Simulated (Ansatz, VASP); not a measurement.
**Ti: VASP beside Ansatz**

INCAR

```
PREC = Accurate ; ENCUT = 500
EDIFF = 1E-6 ; ISMEAR = -1
SIGMA = 0.05 ; LREAL = F
LASPH = T ; NELM = 120
ALGO = Normal ; ISIF = 2
LWAVE = F ; LCHARG = F
GGA = PS ; NBANDS = 19
GGA_COMPAT = F
```

The input KPOINTS:

```
regular mesh
0
Gamma
  9 9 9
```

The input POSCAR:

```
Ti
1.0
    0.0000000000      2.7912246522      2.7912246522
    2.7912246522      0.0000000000      2.7912246522
    2.7912246522      2.7912246522      0.0000000000
Ti
2
Direct
   -0.1700000000     -0.1100000000     -0.1100000000
    0.1700000000      0.1100000000      0.1100000000
```

Input for Ansatz:

```yaml
crystal:
  lattice:
    - [0.0, 2.7912246522, 2.7912246522]
    - [2.7912246522, 0.0, 2.7912246522]
    - [2.7912246522, 2.7912246522, 0.0]
  atoms:
    - { symbol: Ti, position: [-0.17, -0.11, -0.11] }
    - { symbol: Ti, position: [0.17, 0.11, 0.11] }
kpoints:
  mp_grid: { grid: [9, 9, 9] }
scf:
  occupations: { method: fermi_dirac, width: 0.05 }
hamiltonian:
  xc: pbesol
  pseudopotentials: { kind: paw }
output:
  forces: true
  stress: true
  eigenvalues: true
  populations: true
```

Change from the starting cell: shortest bond scaled by 0.88, PAW files.

Alike in both runs: task single point; functional PBEsol; k mesh 9 × 9 × 9; occupations fermi-dirac, width 0.05 eV; no spin polarisation.

|  | VASP | Ansatz |
| --- | --- | --- |
| version | VASP 6.6.1 | Ansatz 0.2.0 |
| potentials or method | VASP PAW PBE potentials, release 64 (Ti_sv) | PAW with Ansatz's default frozen-core files, scalar-relativistic |
| plane-wave cutoff (eV) | 500 | 420 |
| valence electrons in the cell | 24 | 24 |

|  | VASP | Ansatz | Ansatz less VASP |
| --- | --- | --- | --- |
| pressure (GPa) | -1.1 | -1.4 | -0.30 |
| traceless stress, the component that is largest in VASP (GPa) | -5.28 | -4.89 | +0.393 |
| rms of the force components (eV/Å) | 0.935 | 1.029 | +0.0938 |

VASP's potentials were made for PBE, not for PBEsol. Atom by atom the forces differ by 0.094 eV/Å (rms over components). With one functional, cell and mesh, what is left measures potentials, basis and numerics.
